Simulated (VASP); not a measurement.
## SnSe2: single point with r2SCAN

Crystal: SnSe2.

```
CELL_PARAMETERS angstrom
3.83737 0.00000 0.00000
-1.91869 3.32326 0.00000
0.00000 0.00000 6.49248
ATOMIC_POSITIONS crystal
Sn 0.00000 0.00000 0.00000
Se 0.33333 0.66667 0.24253
Se 0.66667 0.33333 0.75747
```

```
Program                : VASP 6.6.1
Task                   : single point
Functional             : r2SCAN
Potentials or basis    : VASP PAW PBE potentials, release 64 (Sn_d, Se)
Cutoff                 : 520 eV
k mesh                 : 10 × 10 × 6
Occupations            : gaussian, width 0.05 eV
Spin                   : no spin polarisation
Dipole correction      : no
Further INCAR settings : ALGO = Normal; EDIFF = 1e-06; NBANDS = 20
```

```yaml
Pressure: 0.2 GPa
Largest_force: 0.011 eV/Å
Band_gap_on_the_k_mesh: 1.03 eV, indirect (least direct gap 1.47 eV)
```

Forces on the atoms (eV/Å):
```
Sn   0.000  0.000  0.000
Se   0.000  0.000  0.011
Se   0.000  0.000 -0.011
```

Levels at points of the mesh, in eV from the valence-band top:
```
           k point  band 9  band 10  band 11  band 12  band 13  band 14  band 15  band 16  band 17  band 18
(0.00, 0.00, 0.00)   -0.52    -0.52    -0.24    -0.19    -0.19     1.51     3.63     5.08     5.08     8.41
(0.50, 0.00, 0.00)   -4.35    -2.67    -2.41    -0.96    -0.25     1.35     4.37     5.98     6.06     7.24
(0.00, 0.00, 0.50)   -1.83    -0.58    -0.58    -0.10    -0.10     2.68     3.57     4.91     4.91     8.90
(0.50, 0.00, 0.50)   -4.65    -2.30    -2.00    -0.69    -0.50     1.04     4.74     5.30     6.32     6.58
```

It took 3 min on 1 thread of Intel(R) Xeon(R) 6975P-C (Granite Rapids), on a shared host, peak memory 0.28 GiB.

Caveat: the PAW data sets were made with another functional, which shifts forces and pressure a little; spin-orbit coupling is left out, which moves the levels of the heavy elements. A k mesh can miss the band edges.
